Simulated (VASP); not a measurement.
Runs of VASP 6.6.1 on Hf. The structure is that of space group P6_3/mmc (No. 194), or close to it. The cells are those of the table. 

```tsv
task	cell	k mesh	cutoff (eV)	gap on the mesh (eV)	pressure (GPa)
single point	a = 3.026, b = 3.026, c = 9.702 Å, angles 90.0, 90.0, 120.0°, 4 atoms	13 × 13 × 4	520	none	11.3
relaxation of cell and atoms	relaxed from a = 3.163, b = 3.163, c = 10.331 Å, angles 90.0, 90.0, 120.0°, 4 atoms	11 × 11 × 3	600	none	0.0
single point	a = 2.981, b = 2.981, c = 9.559 Å, angles 90.0, 90.0, 120.0°, 4 atoms	13 × 13 × 4	520	none	(a)
single point	a = 3.111, b = 3.111, c = 9.975 Å, angles 90.0, 90.0, 120.0°, 4 atoms	11 × 11 × 3	520	none	0.1
```

Alike in all rows: level LDA; potentials or basis VASP PAW LDA potentials, release 64 (Hf_pv); no spin polarisation; smearing fermi-dirac 0.1 eV.

Task: Fill in the values left out.

Result: (a) 18.5.

Caveats: spin-orbit coupling is left out, which moves the levels of the heavy elements.

A k mesh can miss the band edges, and the runs leave out spin-orbit coupling on Hf.

A gap of «none» marks levels without a gap at the run's occupations.
